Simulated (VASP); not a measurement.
Input of a VASP 6.6.1 run:

INCAR

```
  PREC = Accurate
  ENCUT = 520
  EDIFF = 1E-8
  ISMEAR = -1
  SIGMA = 0.01
  LREAL = F
  LASPH = T
  NELM = 60
  ALGO = Normal
  ISIF = 2
  LWAVE = F
  LCHARG = F
  GGA = CA
  LEFG = T
  NBANDS = 26
```

KPOINTS

```
regular mesh
0
Gamma
  8 8 5
```

File POSCAR:

```
ZnO
1.0
    3.2054825469      0.0000000000      0.0000000000
   -1.6027412734      2.7760293170      0.0000000000
    0.0000000000      0.0000000000      5.1334697570
Zn O
2 2
Direct
    0.3333333333      0.6666666667      0.0000000000
    0.6666666667      0.3333333333      0.5000000000
    0.3333333333      0.6666666667      0.3821000000
    0.6666666667      0.3333333333      0.8821000000
```

Potentials or basis: VASP PAW LDA potentials, release 64 (Zn, O).

Run with:

```console
$ cat potpaw_LDA.64/Zn/POTCAR potpaw_LDA.64/O/POTCAR > POTCAR
$ mpirun -np 1 vasp_std > vasp.out
```

(1) Estimate the pressure.

(2) What does it give for the largest force?

(3) What does it give for the band gap on the k mesh?

Answers

(1) 0.0 GPa.

(2) 0.042 eV/Å.

(3) 0.81 eV, direct.

Caveat: without QUAD_EFG the Cq values of the log hold for a quadrupole moment of 1 mb, not for the nuclei.
